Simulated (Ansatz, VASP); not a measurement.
## YGe3Sb: VASP beside Ansatz

```
Y Ge Sb
1.0
     5.20376    0.00000    0.00000
     0.00000    5.20376    0.00000
     0.00000    0.00000    5.20376
Y Ge Sb
1 3 1
Direct
  0.00000 0.00000 0.00000
  0.00000 0.50000 0.50000
  0.50000 0.00000 0.50000
  0.50000 0.50000 0.00000
  0.50000 0.50000 0.50000
```

Alike in both runs: functional PBE; k mesh 4 × 4 × 4; occupations gaussian, width 0.1 eV; no spin polarisation.

Ansatz relaxed the structure, and its values are those at the end. VASP's run is a single point on that final structure, the one shown.

|  | VASP | Ansatz |
| --- | --- | --- |
| version | VASP 6.6.1 | Ansatz 0.2.0 |
| potentials or method | VASP PAW PBE potentials, release 64 (Y_sv, Ge_d, Sb), cutoff 520 eV | scalar-relativistic, plane waves, PAW |
| valence electrons in the cell | 58 | 68 |

|  | VASP | Ansatz | Ansatz less VASP |
| --- | --- | --- | --- |
| gap on the k mesh at the Fermi level (eV) | none | none | - |
| pressure (GPa) | 0.2 | 0.1 | -0.08 |

A gap of «none» marks a metal or a gap that the smearing closes. VASP's potentials hold 58 valence electrons a cell and Ansatz's 68, so a difference there can come from the potentials and not from the codes.

Neither program's run includes spin-orbit coupling.
